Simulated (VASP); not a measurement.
## HfMo: single point with PBE

HfMo:

```
Hf Mo
1.0
     1.67120   -2.47247    0.00000
     1.67120    2.47247    0.00000
     0.00000    0.00000    4.44701
Hf Mo
1 1
Direct
  0.00000 0.00000 0.00000
  0.50000 0.50000 0.50000
```

```json
{
 "Program": "VASP 6.6.1",
 "Task": "single point",
 "Functional": "PBE",
 "Potentials or basis": "VASP PAW PBE potentials, release 64 (Hf_pv, Mo_sv)",
 "Cutoff": "520 eV",
 "k mesh": "10 × 10 × 7",
 "Occupations": "fermi-dirac, width 0.05 eV",
 "Spin": "no spin polarisation",
 "Dipole correction": "no",
 "k mesh for the DOS": "15 × 15 × 11",
 "Occupations for the DOS": "tetrahedron",
 "Further INCAR settings": "ALGO = Normal; EDIFF = 1e-06"
}
```

```json
{"Valence electrons inside the program's atomic spheres": "Hf 8.61; Mo 12.43"}
```

Levels at points of the mesh, in eV from the Fermi level:
| k point | band 10 | band 11 | band 12 | band 13 | band 14 | band 15 |
| --- | --- | --- | --- | --- | --- | --- |
| (0.00, 0.00, 0.00) | -1.61 | -0.45 | 0.06 | 1.56 | 1.91 | 2.59 |

Run time: 58 s on 1 thread of Intel(R) Xeon(R) 6975P-C (Granite Rapids) (shared host), peak memory 0.35 GiB.

Caveat: spin-orbit coupling is left out, which moves the levels of the heavy elements.
